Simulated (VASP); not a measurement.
A run of VASP 6.6.1:

The input POSCAR:

```
Co
1.0
    0.0000000000      1.7562213891      1.7562213891
    1.7562213891      0.0000000000      1.7562213891
    1.7562213891      1.7562213891      0.0000000000
Co
1
Direct
    0.0000000000      0.0000000000      0.0000000000
```

Contents of INCAR.step1:

```
PREC     = Accurate       # precision mode
ENCUT    = 520            # plane-wave cutoff, eV
ISMEAR   = 0              # smearing method
SIGMA    = 0.1            # smearing width, eV
LREAL    = F              # projectors in reciprocal space
LASPH    = T              # aspherical terms in the spheres
NELM     = 150            # most SCF steps
ISPIN    = 2              # spin polarisation
MAGMOM   = 2.14           # initial moments
LMAXMIX  = 4              # l up to which the mixer works
NBANDS   = 14             # bands
GGA      = PE             # functional
ALGO     = Normal         # electronic algorithm
EDIFF    = 1E-4           # SCF threshold, eV
LWAVE    = T              # write WAVECAR
LCHARG   = F              # write CHGCAR
```

INCAR.step2

```
PREC     = Accurate       # precision mode
ENCUT    = 520            # plane-wave cutoff, eV
EDIFF    = 1E-7           # SCF threshold, eV
ISMEAR   = 0              # smearing method
SIGMA    = 0.1            # smearing width, eV
LREAL    = F              # projectors in reciprocal space
LASPH    = T              # aspherical terms in the spheres
NELM     = 150            # most SCF steps
ALGO     = Normal         # electronic algorithm
ISIF     = 2              # what is computed and relaxed
LWAVE    = F              # write WAVECAR
LCHARG   = F              # write CHGCAR
ISPIN    = 2              # spin polarisation
MAGMOM   = 2.14           # initial moments
LORBIT   = 11             # projections on sites
LMAXMIX  = 4              # l up to which the mixer works
METAGGA  = R2SCAN         # meta-GGA
LMIXTAU  = T            
NBANDS   = 14             # bands
ISTART   = 1
```

The input KPOINTS:

```
Automatic mesh
0
Gamma
  20 20 20
```

Potentials or basis: VASP PAW PBE potentials, release 64 (Co).

Run with:

```console
$ cat potpaw_PBE.64/Co/POTCAR > POTCAR
$ cp INCAR.step1 INCAR
$ mpirun -np 1 vasp_std > vasp.out
$ cp INCAR.step2 INCAR
$ mpirun -np 1 vasp_std > vasp.out
```

Hardware: 1 thread of Intel(R) Xeon(R) 6975P-C (Granite Rapids), with other jobs on the host.

Problem. Estimate the wall time of this run.

Solution. Run time: 2.5 min on 1 thread of Intel(R) Xeon(R) 6975P-C (Granite Rapids), on a shared host, peak memory 0.17 GiB. Counts: k points 256.
